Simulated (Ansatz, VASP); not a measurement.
## One calculation of Al3Pd, two programs

```xyz
4
Lattice="-2.0181 2.4277 4.0945 2.0181 -2.4277 4.0945 2.0181 2.4277 -4.0945" Properties=species:S:1:pos:R:3 pbc="T T T"
Al    0.0000    0.0000    0.0000
Al    0.0000    0.0000    5.5855
Al    0.0000    0.0000    2.6035
Pd    0.0000    2.4277    0.0000
```

Alike in both runs: functional PBE; k mesh 6 × 6 × 6; occupations gaussian, width 0.1 eV; no spin polarisation.

Ansatz relaxed the structure, and its values are those at the end. VASP's run is a single point on that final structure, the one shown.

|  | VASP | Ansatz |
| --- | --- | --- |
| version | VASP 6.6.1 | Ansatz 0.2.0 |
| potentials or method | VASP PAW PBE potentials, release 64 (Al, Pd), cutoff 520 eV | scalar-relativistic, plane waves, PAW |
| valence electrons in the cell | 19 | 27 |

Ansatz gave:

* gap on the k mesh at the Fermi level (eV): none
* pressure (GPa): -0.2
* rms of the force components (eV/Å): 0.008

Problem. Which values does VASP return?

Solution. gap on the k mesh at the Fermi level (eV): none; pressure (GPa): -0.2; rms of the force components (eV/Å): 0.010.

A gap of «none» marks a metal or a gap that the smearing closes. VASP's potentials hold 19 valence electrons a cell and Ansatz's 27, so a difference there can come from the potentials and not from the codes.
